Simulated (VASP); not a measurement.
# WC (P-6m2) in VASP: relaxation of cell and atoms with PBEsol

Aim: the relaxation of cell and atoms of WC with PBEsol.

Everything below comes from runs of VASP 6.6.1. Logs are shortened: lines on timing, memory, paths and dates and some standing lists are left out, and cuts for length are marked.

### Step 1. The cell of the first run

It takes space group P-6m2 (No. 187, hexagonal). Conventional cell: a = 2.907 Å, b = 2.907 Å, c = 2.837 Å, α = 90.00°, β = 90.00°, γ = 120.00°. Within 3.0 Å of W (site symmetry -6m2) lie 6 C at 2.20 Å and 8 W at 2.84 to 2.91 Å. Within 3.0 Å of C (site symmetry -6m2) lie 6 W at 2.20 Å and 8 C at 2.84 to 2.91 Å.

### Step 2. Relaxation of cell and atoms, PBEsol

File INCAR:

```
PREC = Accurate
ENCUT = 600
EDIFF = 1E-7
ISMEAR = 0
SIGMA = 0.1
LREAL = F
LASPH = T
NELM = 60
ALGO = Normal
ISIF = 3
LWAVE = F
LCHARG = F
GGA = PS
IBRION = 2
NSW = 100
EDIFFG = -0.005
```

File KPOINTS:

```
Automatic mesh
0
Gamma
  18 18 14
```

File POSCAR:

```
WC
1.0
    2.9065000000      0.0000000000      0.0000000000
   -1.4532500000      2.5171028361      0.0000000000
    0.0000000000      0.0000000000      2.8366000000
W C
1 1
Direct
    0.0000000000      0.0000000000      0.0000000000
    0.6666666667      0.3333333333      0.5000000000
```

Potentials or basis: VASP PAW PBE potentials, release 64 (W_sv, C).

Launch:

```console
$ cat potpaw_PBE.64/W_sv/POTCAR potpaw_PBE.64/C/POTCAR > POTCAR
$ mpirun -np 1 vasp_std > vasp.out
```

OUTCAR:

```text
PREC = Accurate
   ENCUT = 600
   EDIFF = 1E-7
   ISMEAR = 0
   LREAL = F
   LASPH = T
   NELM = 60
   ISIF = 3
   GGA = PS
   IBRION = 2
   NSW = 100
   EDIFFG = -0.005

 ion  position               nearest neighbor table
   1  0.000  0.000  0.000-   2 2.20   2 2.20   2 2.20   2 2.20   2 2.20   2 2.20
   2  0.667  0.333  0.500-   1 2.20   1 2.20   1 2.20   1 2.20   1 2.20   1 2.20

  LATTYP: Found a hexagonal cell.
 ALAT       =     2.9065000000
 C/A-ratio  =     0.9759504559

  Lattice vectors:

 A1 = (   2.9065000000,   0.0000000000,   0.0000000000)
 A2 = (  -1.4532500000,   2.5171028361,   0.0000000000)
 A3 = (   0.0000000000,   0.0000000000,   2.8366000000)

Analysis of symmetry for initial positions (statically):
=====================================================================
 Subroutine PRICEL returns:
 Original cell was already a primitive cell.

 Routine SETGRP: Setting up the symmetry group for a
 hexagonal supercell.

 Subroutine GETGRP returns: Found 12 space group operations
 (whereof 12 operations were pure point group operations)
 out of a pool of 24 trial point group operations.

The static configuration has the point symmetry D_3h.

Analysis of symmetry for dynamics (positions and initial velocities):
=====================================================================
 Subroutine PRICEL returns:
 Original cell was already a primitive cell.

 Routine SETGRP: Setting up the symmetry group for a
 hexagonal supercell.

 Subroutine GETGRP returns: Found 12 space group operations
 (whereof 12 operations were pure point group operations)
 out of a pool of 24 trial point group operations.

The dynamic configuration has the point symmetry D_3h.

 Subroutine INISYM returns: Found 12 space group operations
 (whereof 12 operations are pure point group operations),
 and found     1 'primitive' translations

----------------------------------------------------------------------------------------

                                     Primitive cell

  volume of cell :      20.7525

  direct lattice vectors                    reciprocal lattice vectors
     2.906500000  0.000000000  0.000000000     0.344056425  0.198641070  0.000000000
    -1.453250000  2.517102836  0.000000000     0.000000000  0.397282139  0.000000000
[... 105 lines left out ...]
     AMIX_MAG =   1.60;   BMIX_MAG =  1.00
  volume/ion in A,a.u.               =      10.38        70.02
  Fermi-wavevector in a.u.,A,eV,Ry     =   1.561262  2.950358 33.164744  2.437540
  Thomas-Fermi vector in A             =   2.664353
   LORBIT       =      0    0 simple, 1 ext, 2 COOP (PROOUT), +10 PAW based schemes
   GGA     = PS    functional components
   LHFCALC =     F    Hartree Fock is set to
   AEXX    =    0.0000 exact exchange contribution
   IVDW    =     0    specifies the selected vdW correction
   LEPSILON=     F    determine dielectric tensor
   LRPA    =     F    only Hartree local field effects (RPA)
 conjugate gradient relaxation of ions
 non-spin polarized calculation
 Gauss-broadening in eV      SIGMA  =   0.10
  energy-cutoff  :      600.00
  volume of cell :       20.75
 maximum number of plane-waves:       704
 NGX is ok and might be reduce to    24
   NGX = 11   NGY = 11   NGZ = 11

--------------------------------------- Ionic step        1  -------------------------------------------

 number of electron      18.0000000 magnetization

 Free energy of the ion-electron system (eV)
  ---------------------------------------------------
  ext. energy  EPLUGINS =         0.00000000
  ---------------------------------------------------
  free energy    TOTEN  =       -23.90090682 eV

  energy without entropy =      -23.89961389  energy(sigma->0) =      -23.90026035

------------------------ aborting loop because EDIFF is reached ----------------------------------------

  FORCE on cell =-STRESS in cart. coord.  units (eV):
  Direction    XX          YY          ZZ          XY          YZ          ZX
  --------------------------------------------------------------------------------------
  -------------------------------------------------------------------------------------
  Total       -0.2858690     -0.2858690     -0.3464866     -0.0000000      0.0000000     -0.0000000
  in kB      -22.0702975    -22.0702975    -26.7502382     -0.0000000      0.0000000     -0.0000000
  external PRESSURE =     -23.6302777 kB  Pullay stress =       0.0000000 kB
[... 167 lines left out ...]
--------------------------------------- Ionic step        6  -------------------------------------------

 number of electron      18.0000001 magnetization

 Free energy of the ion-electron system (eV)
  ---------------------------------------------------
  ext. energy  EPLUGINS =         0.00000000
  ---------------------------------------------------
  free energy    TOTEN  =       -23.90179924 eV

  energy without entropy =      -23.90052662  energy(sigma->0) =      -23.90116293

 E-fermi :  11.0119     XC(G=0): -13.9603

 val. band max:       10.9736271605   @ k =   0.0556  -0.0000   0.2143
 cond. band min:      11.0296516430   @ k =   0.4444   0.0000   0.5000
 fundamental gap:      0.0560244825
 Fermi energy:        11.0118903828

 k-point     1 :       0.0000    0.0000    0.0000
  band No.  band energies     occupation
      1     -62.9071      2.00000
      2     -26.8929      2.00000
      3     -26.7887      2.00000
      4     -26.7887      2.00000
      5      -3.4572      2.00000
      6       6.6519      2.00000
      7       7.6603      2.00000
      8       7.6603      2.00000
      9      11.1355      0.08051
     10      14.2695      0.00000
     11      14.2695      0.00000
     12      16.7039      0.00000
     13      16.7039      0.00000
[... 354 lines left out ...]
  band No.  band energies     occupation
      1     -62.8468      2.00000
      2     -27.5730      2.00000
      3     -27.0413      2.00000
      4     -26.7780      2.00000
      5      -0.0292      2.00000
      6       4.1088      2.00000
      7       7.3679      2.00000
      8       7.4837      2.00000
      9      10.5360      2.00000
     10      12.8403      0.00000
     11      14.6106      0.00000
     12      15.8771      0.00000
     13      18.6053      0.00000

 [... further k-points ...]

------------------------ aborting loop because EDIFF is reached ----------------------------------------

  FORCE on cell =-STRESS in cart. coord.  units (eV):
  Direction    XX          YY          ZZ          XY          YZ          ZX
  --------------------------------------------------------------------------------------
  -------------------------------------------------------------------------------------
  Total        0.0041786      0.0041786      0.0046628      0.0000000     -0.0000000      0.0000000
  in kB        0.3245129      0.3245129      0.3621125      0.0000000     -0.0000000      0.0000000
  external PRESSURE =       0.3370461 kB  Pullay stress =       0.0000000 kB
[... 17 lines left out ...]
  FREE ENERGIE OF THE ION-ELECTRON SYSTEM (eV)
  ---------------------------------------------------
  free  energy   TOTEN  =       -23.9017992437 eV

  energy  without entropy=      -23.9005266165  energy(sigma->0) =      -23.90116293

 reached required accuracy - stopping structural energy minimisation
```

Wall time 3.7 min (1 thread of Intel Xeon 8259CL, shared host); peak memory 0.24 GiB.

What came out:

```yaml
Free_energy: -23.9018 eV
Relaxed_volume: 10.32 Å³/atom
Relaxed_cell: a = 2.901 Å, b = 2.901 Å, c = 2.831 Å, α = 90.00°, β = 90.00°, γ = 120.00°
Space_group_after_relaxing_to_0.1_Å: P-6m2 (No. 187)
Energy_gained_by_relaxing: 0.4 meV/atom
Ionic_steps: 6
Pressure_after_relaxing: 0.0 GPa
Band_gap_on_the_k_mesh: zero (bands 9 and 10 overlap by 1.24 eV)
```

Step by step:
| step | energy change (eV) | largest force (eV/Å) | pressure (GPa) | volume (Å³) |
| --- | --- | --- | --- | --- |
| 1 | 0.0000 | 0.0000 | -2.36 | 20.75 |
| 2 | 0.0065 | 0.0000 | 7.04 | 20.30 |
| 3 | -0.0009 | 0.0000 | -0.02 | 20.63 |
| 4 | -0.0009 | 0.0000 | 0.02 | 20.63 |
| 5 | -0.0009 | 0.0000 | 0.05 | 20.63 |
| 6 | -0.0009 | 0.0000 | 0.03 | 20.63 |

Final structure:
```cif
data_structure
_symmetry_space_group_name_H-M 'P 1'
_symmetry_Int_Tables_number 1
_cell_length_a 2.9009
_cell_length_b 2.9009
_cell_length_c 2.8308
_cell_angle_alpha 90.000
_cell_angle_beta 90.000
_cell_angle_gamma 120.000
_cell_volume 20.63
loop_
_atom_site_label
_atom_site_type_symbol
_atom_site_fract_x
_atom_site_fract_y
_atom_site_fract_z
_atom_site_occupancy
W1 W 0.00000 0.00000 0.00000 1
C1 C 0.66667 0.33333 0.50000 1
```

Levels at points of the mesh, in eV from the Fermi level:
| k point | band 6 | band 7 | band 8 | band 9 | band 10 | band 11 | band 12 | band 13 |
| --- | --- | --- | --- | --- | --- | --- | --- | --- |
| (0.00, 0.00, 0.00) | -4.36 | -3.35 | -3.35 | 0.12 | 3.26 | 3.26 | 5.69 | 5.69 |
| (0.50, 0.00, 0.00) | -7.06 | -3.64 | -3.61 | -0.44 | 2.36 | 4.57 | 4.95 | 6.91 |
| (0.00, 0.00, 0.50) | -8.71 | -2.02 | -2.02 | -0.60 | -0.60 | 3.72 | 4.55 | 4.55 |
| (0.50, 0.00, 0.50) | -6.50 | -4.34 | -4.19 | 0.31 | 4.48 | 5.37 | 6.72 | 9.28 |

Caveat: the PAW data sets were made with another functional, which shifts forces and pressure a little; spin-orbit coupling is left out, which moves the levels of the heavy elements.

The gap in the log of VASP goes by the Fermi energy; the results here count the filled bands.